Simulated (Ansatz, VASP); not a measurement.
## Two plane-wave programs on PbSe

```xyz
2
Lattice="0.0000 3.2123 3.0631 3.2123 0.0000 3.0631 3.2123 3.2123 0.0000" Properties=species:S:1:pos:R:3 pbc="T T T"
Pb    0.0000    0.0000    0.0000
Se    3.2123    3.2123    3.0631
```

Change from the starting cell: epitaxial_xy strain +4.0%.

Alike in both runs: task single point; functional HSE06; k mesh 6 × 6 × 6; no spin polarisation.

```csv
,VASP,Ansatz
version,VASP 6.6.1,Ansatz 0.2.0
potentials or method,"VASP PAW PBE potentials, release 64 (Pb_d, Se)","plane waves, PAW"
plane-wave cutoff (eV),400,420
occupations,"gaussian, width 0.01 eV",fixed
valence electrons in the cell,20,30
```

Ansatz gave:

```
gap on the k mesh at the Fermi level (eV)                     : 0.96
pressure (GPa)                                                : -2.9
traceless stress, the component that is largest in VASP (GPa) : 2.76
```

What did VASP give for the same quantities?

gap on the k mesh at the Fermi level (eV): 0.97; pressure (GPa): -3.0; traceless stress, the component that is largest in VASP (GPa): 2.75.

VASP's potentials hold 20 valence electrons a cell and Ansatz's 30, so a difference there can come from the potentials and not from the codes. Ansatz's warnings: stress exchange threshold loose, stress scf threshold loose.

Spin-orbit coupling is off throughout.
